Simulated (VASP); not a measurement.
The system is Co.

```xyz
1
Lattice="0.0000 1.7895 1.7895 1.7895 0.0000 1.7895 1.7895 1.7895 0.0000" Properties=species:S:1:pos:R:3 pbc="T T T"
Co    0.0000    0.0000    0.0000
```

Base run:

| Property | Result |
| --- | --- |
| Program | VASP 6.6.1 |
| Functional | PBE |
| Potentials or basis | VASP PAW PBE potentials, release 64 (Co) |
| Cutoff | 520 eV |
| k mesh | 14 × 14 × 14 |
| Occupations | gaussian, width 0.1 eV |
| Spin | collinear spin, ferromagnetic start |
| Starting moments | [0.43] μB |
| Fixed moment | 0.43 μB |

Its results: pressure -20.4 GPa; net moment 0.43 μB per cell.

The run is repeated on the same cell with these changes: fixed moment from 0.43 μB to none; moments at the start from [0.43] to [0.3]. What comes out?

Pressure -21.3 GPa; net moment 0.00 μB per cell.

Caveats: the total moment is fixed, so each spin has its own Fermi level (some runs).
